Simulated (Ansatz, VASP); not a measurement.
**Two plane-wave programs on ZnS**

```
Zn S
1.0
    -3.80874    0.00000    0.00000
    -1.90437   -3.29846    0.00000
     0.00000    0.00000   12.46647
Zn S
4 4
Direct
  0.00000 0.00000 0.00011
  0.00000 0.00000 0.50011
  0.33333 0.33333 0.25007
  0.66667 0.66667 0.75007
  0.00000 0.00000 0.18724
  0.00000 0.00000 0.68724
  0.33333 0.33333 0.43758
  0.66667 0.66667 0.93758
```

Alike in both runs: task single point; functional r2SCAN; k mesh 7 × 7 × 2; occupations gaussian, width 0.05 eV; no spin polarisation.

|  | VASP | Ansatz |
| --- | --- | --- |
| version | VASP 6.6.1 | Ansatz 0.2.0 |
| potentials or method | VASP PAW PBE potentials, release 64 (Zn, S), cutoff 520 eV | scalar-relativistic, plane waves, PAW |
| valence electrons in the cell | 72 | 72 |

VASP gave:

- gap on the k mesh at the Fermi level (eV): 2.75
- least direct gap on the mesh (eV): 2.75
- pressure (GPa): 0.0
- rms of the force components (eV/Å): 0.005

Question: Estimate Ansatz's values.

Answer: gap on the k mesh at the Fermi level (eV): 2.74; least direct gap on the mesh (eV): 2.74; pressure (GPa): 0.0; rms of the force components (eV/Å): 0.000.

VASP's potentials were made for PBE, not for r2SCAN. Atom by atom the forces differ by 0.004 eV/Å (rms over components).
